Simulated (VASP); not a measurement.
A run of VASP 6.6.1 is set up as follows.

File INCAR:

```
SYSTEM = TiO2
PREC     = Accurate       ! precision mode
ENCUT    = 520            ! plane-wave cutoff, eV
EDIFF    = 1E-6           ! SCF threshold, eV
ISMEAR   = 0              ! smearing method
SIGMA    = 0.05           ! smearing width, eV
LREAL    = .False.        ! projectors in reciprocal space
LASPH    = .True.         ! aspherical terms in the spheres
NELM     = 80             ! most SCF steps
ALGO     = Normal         ! electronic algorithm
ISIF     = 2              ! what is computed and relaxed
LWAVE    = .False.        ! write WAVECAR
LCHARG   = .True.         ! write CHGCAR
GGA      = PE             ! functional
LELF     = .True.         ! ELF
LVHAR    = .True.       
NBANDS   = 33             ! bands
```

File KPOINTS:

```
Automatic mesh
0
Gamma
  6 6 10
  0 0 0
```

The input POSCAR:

```
TiO2
1.0
    4.6430645122      0.0000000000      0.0000000000
    0.0000000000      4.6430645122      0.0000000000
    0.0000000000      0.0000000000      2.9640243990
Ti O
2 4
Direct
    0.0000000000      0.0000000000     -0.1518206126
    0.5000000000      0.5000000000      0.5000000000
    0.3051105247      0.3051105247      0.0000000000
    0.1948894753      0.8051105247      0.5000000000
    0.6948894753      0.6948894753      0.0000000000
    0.8051105247      0.1948894753      0.5000000000
```

Potentials or basis: VASP PAW PBE potentials, release 64 (Ti_sv, O).

Launch:

```console
$ cat potpaw_PBE.64/Ti_sv/POTCAR potpaw_PBE.64/O/POTCAR > POTCAR
$ mpirun -np 1 vasp_std > vasp.out
```

Estimate the band gap on the k mesh.

2.45 eV, indirect (least direct gap 2.62 eV).

What does it give for the largest force?

7.187 eV/Å.

Forces on the atoms (eV/Å):
```
Ti   0.000  0.000  7.187
Ti   0.000  0.000 -0.159
O    0.051  0.051 -0.231
O    2.604 -2.604 -3.283
O   -0.051 -0.051 -0.231
O   -2.604  2.604 -3.283
```

Caveat: the cell differs from its parent crystal (atom 1 (Ti) moved -0.450 Å along Cartesian [0 0 1]); forces of over 1 eV/Å act on the atoms, so gaps and moduli don't describe the material at rest. A k mesh can miss the band edges.
